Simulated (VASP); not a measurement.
Wanted: the native input for a VASP 6.6.1 run.

```yaml
Task: single point
Functional: PBE
Potentials_or_basis: VASP PAW PBE potentials, release 64 (C)
Cutoff: 520 eV
k_mesh: 8 × 8 × 4
Occupations: gaussian, width 0.1 eV
Spin: no spin polarisation
Dipole_correction: no
Further_INCAR_settings: ALGO = Normal; EDIFF = 1e-06; NBANDS = 13
```

The structure of C lies in POSCAR:

```
C
1.0
    1.1787617513     -3.7247364560      0.0000000000
    1.1787617513      3.7247364560      0.0000000000
    0.0000000000      0.0000000000      3.4123997188
C
3
Direct
    0.5000000000      0.5000000000      0.7955681259
    0.5000000000      0.5000000000      0.2044318741
    0.0000000000      0.0000000000      0.5000000000
```

One way to write it, as run:

INCAR

```
SYSTEM = C
ALGO = Normal
EDIFF = 1E-6
ENCUT = 520
GGA = PE
ISIF = 2
ISMEAR = 0
LASPH = .True.
LCHARG = .False.
LREAL = .False.
LWAVE = .False.
NBANDS = 13
NELM = 100
PREC = Accurate
SIGMA = 0.1
```

KPOINTS

```
k-points
0
Gamma
  8 8 4
  0 0 0
```

Potentials or basis: VASP PAW PBE potentials, release 64 (C).

Run with:

```console
$ cat potpaw_PBE.64/C/POTCAR > POTCAR
$ mpirun -np 1 vasp_std > vasp.out
```

Results of the run:

```json
{
 "Pressure": "0.3 GPa",
 "Largest force": "0.008 eV/Å",
 "Band gap on the k mesh": "zero (band 6 reaches 7.08 eV, above the bottom of band 7 at 2.97 eV)"
}
```

Caveat: the k points lie up to 0.46 Å⁻¹ apart.

Run time: 41 s on 1 thread of Intel(R) Xeon(R) Platinum 8175M CPU @ 2.50GHz (Skylake/Cascade Lake), with other jobs on the host, peak memory 0.16 GiB.
